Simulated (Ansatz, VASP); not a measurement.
## Sc: VASP beside Ansatz

File INCAR:

```
SYSTEM = Sc
PREC = Accurate
ENCUT = 520
EDIFF = 1E-6
ISMEAR = 0
SIGMA = 0.05
LREAL = .False.
LASPH = .True.
NELM = 100
ALGO = Normal
ISIF = 2
LWAVE = .False.
LCHARG = .True.
GGA = CA
LELF = .True.
LVHAR = .True.
NBANDS = 12
```

Contents of KPOINTS:

```
regular mesh
0
Gamma
  12 12 12
  0 0 0
```

POSCAR

```
Sc
1.0
   -1.8790000000      1.8790000000      2.3805000000
    1.8790000000     -1.8790000000      2.3805000000
    1.8790000000      1.8790000000     -2.3805000000
Sc
1
Direct
    0.0000000000      0.0000000000      0.0000000000
```

Input for Ansatz:

```yaml
crystal:
  lattice:
    - [-1.879, 1.879, 2.3805]
    - [1.879, -1.879, 2.3805]
    - [1.879, 1.879, -2.3805]
  atoms:
    - { symbol: Sc, position: [0.0, 0.0, 0.0] }
basis:
  ecutwfc: 420
  fft_grid_basis: typed
kpoints:
  mp_grid: { grid: [12, 12, 12] }
hamiltonian:
  xc: lda
scf:
  occupations: { method: gaussian, width: 0.05 }
output:
  forces: true
  stress: true
  eigenvalues: true
  bader: true
  write_density: true
  volumetric_format: npy
```

Alike in both runs: task single point; functional LDA; k mesh 12 × 12 × 12; occupations gaussian, width 0.05 eV; no spin polarisation.

```csv
,VASP,Ansatz
version,VASP 6.6.1,Ansatz 0.2.0
potentials or method,"VASP PAW LDA potentials, release 64 (Sc_sv), cutoff 520 eV","scalar-relativistic, plane waves, PAW"
valence electrons in the cell,11,11
```

```tsv
	VASP	Ansatz	Ansatz less VASP
gap on the k mesh at the Fermi level (eV)	none	none	-
pressure (GPa)	-12.0	-12.0	+0.01
traceless stress, the component that is largest in VASP (GPa)	1.14	1.13	-0.002
```

LDA's correlation is that of Perdew and Zunger in VASP and of Perdew and Wang (1992) in Ansatz. A gap of «none» marks a metal or a gap that the smearing closes.
